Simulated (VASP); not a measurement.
A run of VASP 6.6.1:

Contents of INCAR:

```
SYSTEM = MgO
  PREC = Accurate
  ENCUT = 840
  EDIFF = 1E-6
  ISMEAR = 0
  SIGMA = 0.02
  LREAL = .False.
  LASPH = .True.
  NELM = 120
  ALGO = Normal
  ISIF = 2
  LWAVE = .False.
  LCHARG = .False.
  NBANDS = 15
  GGA_COMPAT = .False.
```

Contents of KPOINTS:

```
regular mesh
0
Gamma
  14 14 14
  0 0 0
```

File POSCAR:

```
MgO
1.0
    0.0000000000      2.0803345378      2.0803345378
    2.0803345378      0.0000000000      2.0803345378
    2.0803345378      2.0803345378      0.0000000000
Mg O
1 1
Direct
    0.0000000000      0.0000000000      0.0000000000
    0.5000000000      0.5000000000      0.5000000000
```

Potentials or basis: VASP PAW LDA potentials, release 64 (Mg_sv, O).

Run with:

```bash
$ cat potpaw_LDA.64/Mg_sv/POTCAR potpaw_LDA.64/O/POTCAR > POTCAR
$ mpirun -np 1 vasp_std > vasp.out
```

Hardware: 1 thread of AMD EPYC 7R43 64-Core Processor (Zen 3), on a shared host.

Question: How long does it take, and how much memory?

Answer: It took 61 s on 1 thread of AMD EPYC 7R43 64-Core Processor (Zen 3), with other jobs on the host, peak memory 0.14 GiB. Counts: scf iterations 12, k points 104.
